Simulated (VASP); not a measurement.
Here is a VASP 6.6.1 calculation.

Contents of INCAR:

```
SYSTEM = Pt
  PREC = Accurate
  ENCUT = 520
  EDIFF = 1E-7
  ISMEAR = 0
  SIGMA = 0.15
  LREAL = .FALSE.
  LASPH = .TRUE.
  NELM = 60
  ALGO = Normal
  ISIF = 2
  LWAVE = .FALSE.
  LCHARG = .FALSE.
  GGA = PS
  NBANDS = 11
```

Contents of KPOINTS:

```
Automatic mesh
0
G
  20 20 20
  0 0 0
```

File POSCAR:

```
Pt
1.0
    0.0000000000      2.0068475000      2.0557950000
    2.0068475000      0.0000000000      2.0557950000
    2.0068475000      2.0068475000      0.0000000000
Pt
1
Direct
    0.0000000000      0.0000000000      0.0000000000
```

Potentials or basis: VASP PAW PBE potentials, release 64 (Pt).

Launch:

```bash
$ cat potpaw_PBE.64/Pt/POTCAR > POTCAR
$ mpirun -np 1 vasp_std > vasp.out
```

Q: Predict the band gap on the k mesh.

A: Zero (band 5 reaches 9.90 eV, above the bottom of band 6 at 7.90 eV).

Q: Predict the pressure.

A: -21.5 GPa.

Stress tensor (GPa, compression positive):
```
-20.96   0.00   0.00
  0.00 -20.96   0.00
  0.00   0.00 -22.71
```

Caveat: the cell differs from its parent crystal (strain +0.025 along x and y, +0.050 along z); the PAW data sets were made with another functional, which shifts forces and pressure a little; spin-orbit coupling is left out, which moves the levels of the heavy elements.
